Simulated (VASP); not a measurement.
## Ga: single point with BLYP

Ga:

```
Ga
1.0
     3.24600    0.00000    0.00000
    -1.62300    2.81112    0.00000
     0.00000    0.00000    5.00917
Ga
2
Direct
  0.33333 0.66667 0.25000
  0.66667 0.33333 0.75000
```

This cell differs from its parent crystal: volume scaled by 1.04.

```yaml
Program: VASP 6.6.1
Task: single point
Functional: BLYP
Potentials_or_basis: VASP PAW PBE potentials, release 64 (Ga_d)
Cutoff: 520 eV
k_mesh: 13 × 13 × 7
Occupations: fermi-dirac, width 0.1 eV
Spin: no spin polarisation
Dipole_correction: no
Further_INCAR_settings: ALGO = Normal; EDIFF = 1e-06; NBANDS = 20
```

- Pressure: -0.9 GPa
- Band gap on the k mesh: zero (band 13 reaches 7.32 eV, above the bottom of band 14 at 2.45 eV)

Stress tensor (GPa, compression positive):
```
-0.81  0.00  0.00
 0.00 -0.81  0.00
 0.00  0.00 -1.18
```

Levels at points of the mesh, in eV from the Fermi level:
| k point | band 9 | band 10 | band 11 | band 12 | band 13 | band 14 | band 15 | band 16 | band 17 | band 18 |
| --- | --- | --- | --- | --- | --- | --- | --- | --- | --- | --- |
| (0.00, 0.00, 0.00) | -14.73 | -14.73 | -9.70 | -4.35 | -2.78 | 7.31 | 7.31 | 9.20 | 9.20 | 10.93 |

It took 26 s on 1 thread of Intel(R) Xeon(R) 6975P-C (Granite Rapids), on a shared host, peak memory 0.19 GiB.

Caveat: the PAW data sets were made with another functional, which shifts forces and pressure a little.
